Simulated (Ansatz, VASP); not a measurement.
# CO2: VASP beside Ansatz

```
C O
1.0
    -1.95901    1.95901    2.96807
     1.95901   -1.95901    2.96807
     1.95901    1.95901   -2.96807
C O
2 4
Direct
  0.00000 0.00000 0.00000
  0.75000 0.25000 0.50000
  0.37500 0.29227 0.41727
  0.70773 0.12500 0.08273
  0.87500 0.95773 0.58273
  0.04227 0.62500 0.91727
```

Alike in both runs: functional PBEsol; k mesh 8 × 8 × 8; no spin polarisation.

Ansatz relaxed the structure, and its values are those at the end. VASP's run is a single point on that final structure, the one shown.

```csv
,VASP,Ansatz
version,VASP 6.6.1,Ansatz 0.2.0
potentials or method,"VASP PAW PBE potentials, release 64 (C_h, O_h), cutoff 910 eV","scalar-relativistic, plane waves, PAW"
occupations,"gaussian, width 0.01 eV",fixed
valence electrons in the cell,32,32
```

Ansatz gave:

| Property | Result |
| --- | --- |
| gap on the k mesh at the Fermi level (eV) | 7.65 |
| least direct gap on the mesh (eV) | 8.07 |
| rms of the force components (eV/Å) | 0.000 |

**Question.** Which values does VASP return?

**Answer.** gap on the k mesh at the Fermi level (eV): 7.63; least direct gap on the mesh (eV): 8.06; rms of the force components (eV/Å): 0.014.

VASP's potentials were made for PBE, not for PBEsol.

Noted on VASP's run: the cutoff is under 1.25 times that of the potentials, so the pressure is a little rough.
